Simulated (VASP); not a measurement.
Runs of VASP 6.6.1 on I. The structure is that of space group I4/mmm (No. 139), or close to it. The cells are those of the table. 

```tsv
level	cell	gap on the mesh (eV)	pressure (GPa)
PBEsol+D3(BJ)	a = 4.144, b = 4.144, c = 3.083 Å, angles 111.9, 111.9, 114.8°, 1 atom	none	-0.2
PBEsol	a = 3.901, b = 3.901, c = 3.040 Å, angles 112.7, 112.7, 112.0°, 1 atom	none	5.0
PBEsol	a = 4.091, b = 4.091, c = 3.076 Å, angles 112.2, 112.2, 114.1°, 1 atom	none	2.0
PBEsol	a = 3.454, b = 3.454, c = 2.993 Å, angles 116.1, 116.1, 103.1°, 1 atom	none	(b)
PBEsol+D3(BJ)	a = 4.124, b = 4.124, c = 3.080 Å, angles 112.0, 112.0, 114.6°, 1 atom	none	0.0
PBEsol+D4	a = 4.183, b = 4.183, c = 3.090 Å, angles 111.4, 111.4, 115.8°, 1 atom	none	0.0
PBEsol	a = 3.735, b = 3.735, c = 3.025 Å, angles 114.1, 114.1, 109.3°, 1 atom	none	(a)
PBEsol	a = 3.327, b = 3.327, c = 2.969 Å, angles 116.5, 116.5, 101.9°, 1 atom	none	30.0
```

Alike in all rows: task single point; potentials or basis VASP PAW PBE potentials, release 64 (I); no spin polarisation; k mesh 7 × 7 × 11; cutoff (eV) 520; smearing fermi-dirac 0.05 eV.

Question: Fill in the values left out.

Answer: (a) 10.0; (b) 20.1.

Caveats: the PAW data sets were made with another functional, which shifts forces and pressure a little; spin-orbit coupling is left out, which moves the levels of the heavy elements; an odd number of electrons without spin polarisation forces a metal; a magnetic or distorted state may lie lower; the cell stands under pressure (at least some runs); three body term missing (at least some runs).

A k mesh can miss the band edges, and the runs leave out spin-orbit coupling on I.

A gap of «none» marks levels without a gap at the run's occupations.
